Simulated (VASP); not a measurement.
Crystal: Se.

```
CELL_PARAMETERS angstrom
3.13603 0.00000 0.00000
-1.56802 2.71588 0.00000
0.00000 0.00000 10.24227
ATOMIC_POSITIONS crystal
Se 0.00000 0.00000 0.00000
Se 0.00000 0.00000 0.50000
Se 0.33333 0.66667 0.25000
Se 0.66667 0.33333 0.75000
```

| Property | Result |
| --- | --- |
| Program | VASP 6.6.1 |
| Task | relaxation of cell and atoms |
| Functional | PBEsol |
| Potentials or basis | VASP PAW PBE potentials, release 64 (Se) |
| Cutoff | 600 eV |
| k mesh | 12 × 12 × 3 |
| Occupations | fermi-dirac, width 0.1 eV |
| Spin | no spin polarisation |

At the start: pressure -7.7 GPa; volume 21.81 Å³/atom.

Q: Where does the relaxation end?

A: Over 29 steps the energy falls by 414.8 meV/atom and the volume is 21.50 Å³/atom (-1.4 %); space group P6_3/mmc (No. 194, to 0.05 Å).

The path:
```tsv
step	energy change (eV)	largest force (eV/Å)	pressure (GPa)	volume (Å³)
1	0.0000	0.0000	-7.69	87.23
2	-0.2689	0.0000	2.96	74.67
3	-0.2861	0.0000	0.35	76.86
4	-0.3312	0.0000	0.60	76.58
5	-0.5771	0.0000	2.40	75.53
6	-1.0489	0.0000	11.17	72.44
7	2.0835	0.0000	55.49	61.84
8	-1.0069	0.0000	16.71	70.92
9	-1.0497	0.0000	14.56	71.48
10	-1.0531	0.0000	14.61	71.49
11	-1.0622	0.0000	14.78	71.54
12	-1.0758	0.0000	15.14	71.62
13	-1.0855	0.0000	15.90	71.75
14	-1.1047	0.0000	15.54	71.95
15	-1.1600	0.0000	14.47	72.56
16	-1.2602	0.0000	12.45	73.79
17	-1.4213	0.0000	8.79	76.27
18	-1.6051	0.0000	2.83	81.38
19	-1.5410	0.0000	-5.03	92.15
20	-1.6402	0.0000	-0.81	85.53
21	-1.6405	0.0000	-0.54	85.18
22	-1.6403	0.0000	-0.32	84.90
23	-1.6417	0.0000	-0.30	84.93
24	-1.6454	0.0000	-0.23	85.02
25	-1.6516	0.0000	-0.09	85.18
26	-1.6585	0.0000	0.18	85.48
27	-1.6590	0.0000	0.29	85.59
28	-1.6590	0.0000	0.27	85.57
29	-1.6592	0.0000	-0.05	85.98
```

Final structure:
```
Se
1.0
     3.69985    0.00000    0.00000
    -1.84993    3.20417    0.00000
     0.00000    0.00000    7.25289
Se
4
Direct
  0.00000 0.00000 0.00000
  0.00000 0.00000 0.50000
  0.33333 0.66667 0.25000
  0.66667 0.33333 0.75000
```

Caveat: the PAW data sets were made with another functional, which shifts forces and pressure a little.
